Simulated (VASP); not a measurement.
Wanted: the native input for a VASP 6.6.1 run.

| Property | Result |
| --- | --- |
| Task | single point |
| Functional | PBE |
| Potentials or basis | VASP PAW PBE potentials, release 64 (Si, Ni) |
| Cutoff | 520 eV |
| k mesh | 6 × 6 × 4 |
| Occupations | gaussian, width 0.2 eV |
| Spin | no spin polarisation |
| Dipole correction | no |
| Further INCAR settings | ALGO = Normal; EDIFF = 1e-06; NBANDS = 27 |

The structure of Si2Ni lies in POSCAR:

```
Si2Ni
1.0
    3.5805064632      0.0000000000      0.0000000000
    0.0000000000      3.5805064632      0.0000000000
    0.0000000000      0.0000000000      6.4944337271
Si Ni
4 2
Direct
    1.0000000000      0.5000000000      0.2500000000
    1.0000000000      0.5000000000      0.7500000000
    0.5000000000      0.0000000000      0.2500000000
    0.5000000000      0.0000000000      0.7500000000
    0.0000000000      0.0000000000      0.0000000000
    0.0000000000      0.0000000000      0.5000000000
```

The input as run:

INCAR

```
PREC     = Accurate       # precision mode
ENCUT    = 520            # plane-wave cutoff, eV
EDIFF    = 1E-6           # SCF threshold, eV
ISMEAR   = 0              # smearing method
SIGMA    = 0.2            # smearing width, eV
LREAL    = False          # projectors in reciprocal space
LASPH    = True           # aspherical terms in the spheres
NELM     = 60             # most SCF steps
ALGO     = Normal         # electronic algorithm
ISIF     = 2              # what is computed and relaxed
LWAVE    = False          # write WAVECAR
LCHARG   = True           # write CHGCAR
GGA      = PE             # functional
LELF     = True           # ELF
LVHAR    = True         
NBANDS   = 27             # bands
```

KPOINTS

```
regular mesh
0
Gamma
  6 6 4
```

Potentials or basis: VASP PAW PBE potentials, release 64 (Si, Ni).

The run is started by

```sh
$ cat potpaw_PBE.64/Si/POTCAR potpaw_PBE.64/Ni/POTCAR > POTCAR
$ mpirun -np 1 vasp_std > vasp.out
```

Results of the run:

```json
{"Pressure": "-0.1 GPa", "Band gap on the k mesh": "zero (band 18 reaches 10.49 eV, above the bottom of band 19 at 8.59 eV)"}
```

It took 26 s on 1 thread of Intel(R) Xeon(R) 6975P-C (Granite Rapids), with other jobs on the host, peak memory 0.21 GiB.
